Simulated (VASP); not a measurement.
Al, 1 atom in the cell. The structure is cubic, space group Im-3m (No. 229). Conventional cell: a = 3.182 Å, b = 3.182 Å, c = 3.182 Å, α = 90.00°, β = 90.00°, γ = 90.00°. Within 3.6 Å of Al (site symmetry m-3m) lie 14 Al at 2.76 to 3.18 Å. 

* Program: VASP 6.6.1
* Task: single point
* Functional: LDA
* Potentials or basis: VASP PAW LDA potentials, release 64 (Al)
* Cutoff: 520 eV
* k mesh: 20 × 20 × 20
* Occupations: gaussian, width 0.15 eV
* Spin: no spin polarisation
* Dipole correction: no
* Further INCAR settings: ALGO = Fast; EDIFF = 1e-06; NBANDS = 8

Potentials or basis: VASP PAW LDA potentials, release 64 (Al).

Command:

```bash
$ cat potpaw_LDA.64/Al/POTCAR > POTCAR
$ mpirun -np 1 vasp_std > vasp.out
```

Hardware: 1 thread of Intel(R) Xeon(R) 6975P-C (Granite Rapids), on a shared host.

How long does it take, and how much memory?

Run time: 9.4 s on 1 thread of Intel(R) Xeon(R) 6975P-C (Granite Rapids), with other jobs on the host, peak memory 0.13 GiB. Counts: scf iterations 10, k points 256.
